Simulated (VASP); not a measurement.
# RbMgSbO3: single point with PBE

Crystal: RbMgSbO3.

```
CELL_PARAMETERS angstrom
3.12191 1.80244 3.74429
-3.12191 1.80244 3.74429
0.00000 -3.60488 3.74429
ATOMIC_POSITIONS crystal
Sb 0.57013 0.57013 0.57013
Rb 0.89528 0.89528 0.89528
Mg 0.31854 0.31854 0.31854
O 0.49465 0.96726 0.49465
O 0.96726 0.49465 0.49465
O 0.49465 0.49465 0.96726
```

```yaml
Program: VASP 6.6.1
Task: single point
Functional: PBE
Potentials_or_basis: VASP PAW PBE potentials, release 64 (Sb_d_GW, Rb_sv, Mg_sv, O)
Cutoff: 840 eV
k_mesh: 6 × 6 × 6
Occupations: fermi-dirac, width 0.05 eV
Spin: no spin polarisation
```

- Pressure: 2.4 GPa
- Largest force: 0.327 eV/Å
- Band gap on the k mesh: 2.80 eV (least direct gap 2.83 eV)

Forces on the atoms (eV/Å):
```
Sb   0.000  0.000 -0.327
Rb   0.000  0.000  0.013
Mg   0.000  0.000  0.034
O   -0.065  0.038  0.093
O    0.065  0.038  0.093
O    0.000 -0.075  0.093
```

Stress tensor (GPa, compression positive):
```
1.95 0.00 0.00
0.00 1.95 0.00
0.00 0.00 3.24
```

Levels at points of the mesh, in eV from the valence-band top:
```tsv
k point	band 23	band 24	band 25	band 26	band 27	band 28	band 29	band 30
(0.00, 0.00, 0.00)	-2.24	-2.10	-2.10	-1.52	2.80	4.99	4.99	6.02
(0.50, 0.00, 0.00)	-2.44	-2.17	-1.86	-1.32	3.13	4.65	5.01	5.64
(0.50, 0.50, 0.00)	-2.31	-2.19	-1.75	-0.62	3.13	3.56	4.74	5.34
(0.50, 0.50, 0.50)	-1.94	-1.94	-1.45	0.00	2.83	2.83	3.17	4.43
```

It took 3.4 min on 1 thread of Intel(R) Xeon(R) 6975P-C (Granite Rapids), with other jobs on the host, peak memory 0.58 GiB.

Caveat: spin-orbit coupling is left out, which moves the levels of the heavy elements. A k mesh can miss the band edges.
